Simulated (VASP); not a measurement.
The system is Sn.

```
Sn
1.0
     0.00000    3.25476    3.25476
     3.25476    0.00000    3.25476
     3.25476    3.25476    0.00000
Sn
2
Direct
  0.75000 0.75000 0.75000
  0.50000 0.50000 0.50000
```

This cell differs from its parent crystal: volume scaled by 1.02.

Base run:

* Program: VASP 6.6.1
* Functional: PBE
* Potentials or basis: VASP PAW PBE potentials, release 64 (Sn_d)
* Cutoff: 520 eV
* k mesh: 7 × 7 × 7
* Occupations: fermi-dirac, width 0.05 eV
* Spin: no spin polarisation

Its results: band gap on the k mesh zero (band 14 reaches 5.63 eV, above the bottom of band 15 at 5.56 eV); pressure 2.8 GPa.

Problem. The run is repeated on the same cell with these changes: functional from PBE to LDA; potentials or basis from VASP PAW PBE potentials, release 64 (Sn_d) to VASP PAW LDA potentials, release 64 (Sn_d). What comes out?

Solution. Band gap on the k mesh zero (band 14 reaches 5.36 eV, above the bottom of band 15 at 5.18 eV); pressure -0.7 GPa.

Caveats: spin-orbit coupling is left out, which moves the levels of the heavy elements.
